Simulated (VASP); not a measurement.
# Sc3W (P6_3/mmc) in VASP: further runs, part 2 of 3

VASP 6.6.1. The steps go on from the part before.

**3. Single point, PBE**

This run uses another cell than the first one, of 20.72 Å³/atom.

File INCAR:

```
PREC = Accurate
ENCUT = 520
EDIFF = 1E-7
ISMEAR = 0
SIGMA = 0.1
LREAL = F
LASPH = T
NELM = 100
ALGO = Normal
ISIF = 2
LWAVE = F
LCHARG = F
GGA = PE
NBANDS = 57
```

File KPOINTS:

```
Automatic mesh
0
Gamma
  3 3 4
```

File POSCAR:

```
Sc3W
1.0
    6.2196535509     -0.0000000031      0.0000000000
   -3.1098267728      5.3863779794      0.0000000000
    0.0000000000      0.0000000000      4.9474661946
Sc W
6 2
Direct
    0.1703489987      0.3406979975      0.2500000000
    0.6593020025      0.8296510013      0.2500000000
    0.1703489987      0.8296510013      0.2500000000
    0.8296510013      0.6593020025      0.7500000000
    0.3406979975      0.1703489987      0.7500000000
    0.8296510013      0.1703489987      0.7500000000
    0.3333333333      0.6666666667      0.7500000000
    0.6666666667      0.3333333333      0.2500000000
```

Potentials or basis: VASP PAW PBE potentials, release 64 (Sc_sv, W_sv).

Started as:

```sh
cat potpaw_PBE.64/Sc_sv/POTCAR potpaw_PBE.64/W_sv/POTCAR > POTCAR
mpirun -np 1 vasp_std > vasp.out
```

Wall time 70 s (1 thread of AMD EPYC 9R45 (Zen 5), shared host); peak memory 0.29 GiB.

The run converged. Its results:

- Free energy: -61.8481 eV
- Pressure: 0.1 GPa
- Band gap on the k mesh: zero (bands 47 and 48 overlap by 0.82 eV)

Levels at points of the mesh, in eV from the Fermi level:
| k point | band 44 | band 45 | band 46 | band 47 | band 48 | band 49 | band 50 | band 51 |
| --- | --- | --- | --- | --- | --- | --- | --- | --- |
| (0.00, 0.00, 0.00) | -0.81 | -0.25 | -0.25 | 0.09 | 0.09 | 0.80 | 1.14 | 1.14 |
| (0.00, 0.00, 0.50) | -0.71 | -0.71 | -0.71 | 0.60 | 0.60 | 1.20 | 1.20 | 1.20 |

Caveat: the k points lie up to 0.39 Å⁻¹ apart, too coarse for converged energies and pressures of a metal; spin-orbit coupling is left out, which moves the levels of the heavy elements.

**4. Relaxation of cell and atoms, PBE**

File INCAR:

```
SYSTEM = Sc3W
PREC = Accurate
ENCUT = 600
EDIFF = 1E-7
ISMEAR = 0
SIGMA = 0.1
LREAL = .False.
LASPH = .True.
NELM = 80
ALGO = Normal
ISIF = 3
LWAVE = .False.
LCHARG = .False.
GGA = PE
IBRION = 2
NSW = 90
EDIFFG = -0.04
```

File KPOINTS:

```
Automatic mesh
0
Gamma
  3 3 4
  0 0 0
```

File POSCAR:

```
Sc3W
1.0
    5.8486382500      0.0000000000      0.0000000000
   -2.9243191200      5.0650693000      0.0000000000
    0.0000000000      0.0000000000      4.6575224900
Sc W
6 2
Direct
    0.1664708000      0.3329415900      0.2500000000
    0.6670584100      0.8335292000      0.2500000000
    0.1664708000      0.8335292000      0.2500000000
    0.8335292000      0.6670584100      0.7500000000
    0.3329415900      0.1664708000      0.7500000000
    0.8335292000      0.1664708000      0.7500000000
    0.3333333300      0.6666666700      0.7500000000
    0.6666666700      0.3333333300      0.2500000000
```

Potentials or basis: VASP PAW PBE potentials, release 64 (Sc_sv, W_sv).

Started as:

```sh
cat potpaw_PBE.64/Sc_sv/POTCAR potpaw_PBE.64/W_sv/POTCAR > POTCAR
mpirun -np 1 vasp_std > vasp.out
```

OUTCAR:

```text
SYSTEM = Sc3W
   PREC = Accurate
   ENCUT = 600
   EDIFF = 1E-7
   ISMEAR = 0
   LREAL = .False.
   LASPH = .True.
   NELM = 80
   ISIF = 3
   GGA = PE
   IBRION = 2
   NSW = 90
   EDIFFG = -0.04

 ion  position               nearest neighbor table
   1  0.166  0.333  0.250-   5 2.88   5 2.88   6 2.88   6 2.88   7 2.88   7 2.88   3 2.92   2 2.92
                             8 2.92   8 2.92   3 2.93   2 2.93
   2  0.667  0.834  0.250-   4 2.88   4 2.88   6 2.88   6 2.88   7 2.88   7 2.88   3 2.92   1 2.92
                             8 2.92   8 2.92   3 2.93   1 2.93
   3  0.166  0.834  0.250-   5 2.88   5 2.88   4 2.88   4 2.88   7 2.88   7 2.88   1 2.92   2 2.92
                             8 2.92   8 2.92   1 2.93   2 2.93
   4  0.834  0.667  0.750-   2 2.88   2 2.88   3 2.88   3 2.88   8 2.88   8 2.88   6 2.92   5 2.92
                             7 2.92   7 2.92   6 2.93   5 2.93
   5  0.333  0.166  0.750-   1 2.88   1 2.88   3 2.88   3 2.88   8 2.88   8 2.88   6 2.92   4 2.92
                             7 2.92   7 2.92   6 2.93   4 2.93
   6  0.834  0.166  0.750-   2 2.88   2 2.88   1 2.88   1 2.88   8 2.88   8 2.88   4 2.92   5 2.92
                             7 2.92   7 2.92   4 2.93   5 2.93
   7  0.333  0.667  0.750-   3 2.88   3 2.88   1 2.88   1 2.88   2 2.88   2 2.88   5 2.92   5 2.92
                             4 2.92   4 2.92   6 2.92   6 2.92
   8  0.667  0.333  0.250-   6 2.88   6 2.88   4 2.88   4 2.88   5 2.88   5 2.88   2 2.92   2 2.92
                             1 2.92   1 2.92   3 2.92   3 2.92

  LATTYP: Found a hexagonal cell.
 ALAT       =     5.8486382500
 C/A-ratio  =     0.7963430616

  Lattice vectors:

 A1 = (   5.8486382500,   0.0000000000,   0.0000000000)
 A2 = (  -2.9243191200,   5.0650693000,   0.0000000000)
 A3 = (   0.0000000000,   0.0000000000,   4.6575224900)

Analysis of symmetry for initial positions (statically):
=====================================================================
 Subroutine PRICEL returns:
 Original cell was already a primitive cell.

 Routine SETGRP: Setting up the symmetry group for a
 hexagonal supercell.

 Subroutine GETGRP returns: Found 24 space group operations
 (whereof 12 operations were pure point group operations)
 out of a pool of 24 trial point group operations.

The static configuration has the point symmetry D_3d.
[... 124 lines left out ...]
   EMIN   =  10.00;   EMAX   =-10.00  energy-range for DOS
   EFERMI =   0.00;   METHOD = LEGACY
   ISMEAR =     0;   SIGMA  =   0.10  broadening in eV -4-tet -1-fermi 0-gaus
   EFERMI_NEDOS =   21; number of points for ismear=-14 and -15
   IALGO  =     38    algorithm
   IMIX   =      4    mixing-type and parameters
     AMIX     =   0.40;   BMIX     =  1.00
     AMIX_MAG =   1.60;   BMIX_MAG =  1.00
  volume/ion in A,a.u.               =      17.25       116.39
  Fermi-wavevector in a.u.,A,eV,Ry     =   1.440519  2.722187 28.233393  2.075096
  Thomas-Fermi vector in A             =   2.559254
   LORBIT       =      0    0 simple, 1 ext, 2 COOP (PROOUT), +10 PAW based schemes
   GGA     = PE    functional components
   LHFCALC =     F    Hartree Fock is set to
   AEXX    =    0.0000 exact exchange contribution
   IVDW    =     0    specifies the selected vdW correction
   LEPSILON=     F    determine dielectric tensor
   LRPA    =     F    only Hartree local field effects (RPA)
 conjugate gradient relaxation of ions
 non-spin polarized calculation
 Gauss-broadening in eV      SIGMA  =   0.10
  energy-cutoff  :      600.00
  volume of cell :      137.97
 maximum number of plane-waves:      4668
 NGX is ok and might be reduce to    48
   NGX = 23   NGY = 23   NGZ = 19

--------------------------------------- Ionic step        1  -------------------------------------------

 number of electron      93.9999992 magnetization

 Free energy of the ion-electron system (eV)
  ---------------------------------------------------
  ext. energy  EPLUGINS =         0.00000000
  ---------------------------------------------------
  free energy    TOTEN  =       -60.01834277 eV

  energy without entropy =      -59.99917309  energy(sigma->0) =      -60.00875793

------------------------ aborting loop because EDIFF is reached ----------------------------------------

  FORCE on cell =-STRESS in cart. coord.  units (eV):
  Direction    XX          YY          ZZ          XY          YZ          ZX
  --------------------------------------------------------------------------------------
  -------------------------------------------------------------------------------------
  Total       19.3163125     19.3163125     20.9462747      0.0000000     -0.0000000     -0.0000000
  in kB      224.3053809    224.3053807    243.2328705      0.0000002     -0.0000000     -0.0000000
  external PRESSURE =     230.6145440 kB  Pullay stress =       0.0000000 kB
[... 197 lines left out ...]
--------------------------------------- Ionic step        6  -------------------------------------------

 number of electron      93.9999995 magnetization

 Free energy of the ion-electron system (eV)
  ---------------------------------------------------
  ext. energy  EPLUGINS =         0.00000000
  ---------------------------------------------------
  free energy    TOTEN  =       -61.84088794 eV

  energy without entropy =      -61.82261948  energy(sigma->0) =      -61.83175371

 E-fermi :   5.4612     XC(G=0): -10.9830

 val. band max:        5.3470965245   @ k =   0.3333   0.3333   0.2500
 cond. band min:       5.5125239176   @ k =   0.3333  -0.0000   0.0000
 fundamental gap:      0.1654273931
 Fermi energy:         5.4612479257

 k-point     1 :       0.0000    0.0000    0.0000
  band No.  band energies     occupation
      1     -67.9743      2.00000
      2     -67.9742      2.00000
      3     -43.6978      2.00000
      4     -43.6203      2.00000
      5     -43.6203      2.00000
      6     -43.6171      2.00000
[... 555 lines left out ...]
  FREE ENERGIE OF THE ION-ELECTRON SYSTEM (eV)
  ---------------------------------------------------
  free  energy   TOTEN  =       -61.8408879434 eV

  energy  without entropy=      -61.8226194800  energy(sigma->0) =      -61.83175371

 reached required accuracy - stopping structural energy minimisation
```

OSZICAR:

```text
N       E                     dE             d eps       ncg     rms          rms(c)
DAV:   1     0.209260145158E+04    0.20926E+04   -0.47773E+04  1032   0.216E+03
DAV:   2     0.157833698834E+03   -0.19348E+04   -0.19127E+04  1392   0.894E+02
DAV:   3    -0.441816324274E+02   -0.20202E+03   -0.19366E+03  1616   0.361E+02
[... 70 lines left out ...]
DAV:   4    -0.618408954939E+02    0.26724E-03   -0.15525E-03  1704   0.251E-01    0.399E-02
DAV:   5    -0.618408862723E+02    0.92216E-05   -0.18817E-04  1680   0.774E-02    0.204E-02
DAV:   6    -0.618408903740E+02   -0.41017E-05   -0.44106E-05  1632   0.383E-02    0.116E-02
DAV:   7    -0.618408878464E+02    0.25276E-05   -0.16852E-05  1592   0.228E-02    0.248E-03
DAV:   8    -0.618408879959E+02   -0.14951E-06   -0.76082E-07  1080   0.570E-03    0.758E-04
DAV:   9    -0.618408879434E+02    0.52532E-07   -0.43931E-08   744   0.263E-03
   6 F= -.61840888E+02 E0= -.61831754E+02  d E =-.239062E-01
```

CONTCAR:

```text
Sc3W
   1.00000000000000
     6.2145459202557767    0.0000000003615506   -0.0000000000000000
    -3.1072729545019619    5.3819546373161717    0.0000000000000000
    -0.0000000000000000    0.0000000000000000    4.9540680228319722
  Sc              W
     6     2
Direct
     0.1703655038604924    0.3407309977205621    0.2500000000000000
     0.6592690022790775    0.8296344961395077    0.2500000000000000
     0.1703655038604309    0.8296344961399295    0.2500000000000000
     0.8296344961395077    0.6592690022794380    0.7500000000000000
     0.3407309977209225    0.1703655038604924    0.7500000000000000
     0.8296344961395691    0.1703655038600705    0.7500000000000000
     0.3333333300000021    0.6666666699999979    0.7500000000000000
     0.6666666699999979    0.3333333300000021    0.2500000000000000

  0.00000000E+00  0.00000000E+00  0.00000000E+00
  0.00000000E+00  0.00000000E+00  0.00000000E+00
  0.00000000E+00  0.00000000E+00  0.00000000E+00
  0.00000000E+00  0.00000000E+00  0.00000000E+00
  0.00000000E+00  0.00000000E+00  0.00000000E+00
  0.00000000E+00  0.00000000E+00  0.00000000E+00
  0.00000000E+00  0.00000000E+00  0.00000000E+00
  0.00000000E+00  0.00000000E+00  0.00000000E+00
```

It took 4.9 min on 1 thread of AMD EPYC 9R45 (Zen 5), shared host; peak memory 0.31 GiB.

What came out:

```
Free energy                           : -61.8409 eV
Relaxed volume                        : 20.71 Å³/atom
Relaxed cell                          : a = 6.215 Å, b = 6.215 Å, c = 4.954 Å, α = 90.00°, β = 90.00°, γ = 120.00°
Space group after relaxing (to 0.1 Å) : P6_3/mmc (No. 194)
Energy gained by relaxing             : 227.8 meV/atom
Ionic steps                           : 6
Pressure after relaxing               : 0.2 GPa
Largest force after relaxing          : 0.005 eV/Å
Band gap on the k mesh                : zero (bands 47 and 48 overlap by 0.81 eV)
```

Forces on the atoms (eV/Å):
```
Sc   0.000 -0.005  0.000
Sc   0.004  0.003  0.000
Sc  -0.004  0.003  0.000
Sc   0.000  0.005  0.000
Sc  -0.004 -0.003  0.000
Sc   0.004 -0.003  0.000
W    0.000  0.000  0.000
W    0.000  0.000  0.000
```

Step by step:
| step | energy change (eV) | largest force (eV/Å) | pressure (GPa) | volume (Å³) |
| --- | --- | --- | --- | --- |
| 1 | 0.0000 | 0.6018 | 23.06 | 137.97 |
| 2 | -0.7668 | 0.2558 | -10.64 | 193.71 |
| 3 | -1.7981 | 0.3257 | -0.45 | 166.59 |
| 4 | -1.7986 | 0.3290 | -0.13 | 165.98 |
| 5 | -1.8189 | 0.1247 | 0.03 | 165.81 |
| 6 | -1.8225 | 0.0052 | 0.17 | 165.70 |

Final structure:
```
Sc W
1.0
     6.21455    0.00000    0.00000
    -3.10727    5.38195    0.00000
     0.00000    0.00000    4.95407
Sc W
6 2
Direct
  0.17037 0.34073 0.25000
  0.65927 0.82963 0.25000
  0.17037 0.82963 0.25000
  0.82963 0.65927 0.75000
  0.34073 0.17037 0.75000
  0.82963 0.17037 0.75000
  0.33333 0.66667 0.75000
  0.66667 0.33333 0.25000
```

Levels at points of the mesh, in eV from the Fermi level:
```
           k point  band 43  band 44  band 45  band 46  band 47  band 48  band 49  band 50  band 51  band 52
(0.00, 0.00, 0.00)    -1.05    -0.81    -0.24    -0.24     0.09     0.09     0.78     1.13     1.14     1.14
(0.00, 0.00, 0.50)    -0.71    -0.71    -0.71    -0.71     0.59     0.59     1.20     1.20     1.20     1.20
```

Caveat: the k points lie up to 0.39 Å⁻¹ apart in the final cell, too coarse for converged energies and pressures of a metal; the volume moved by over 15 % at a fixed basis, so the end points are rough; spin-orbit coupling is left out, which moves the levels of the heavy elements.

(Part 2 of 3 ends here.)
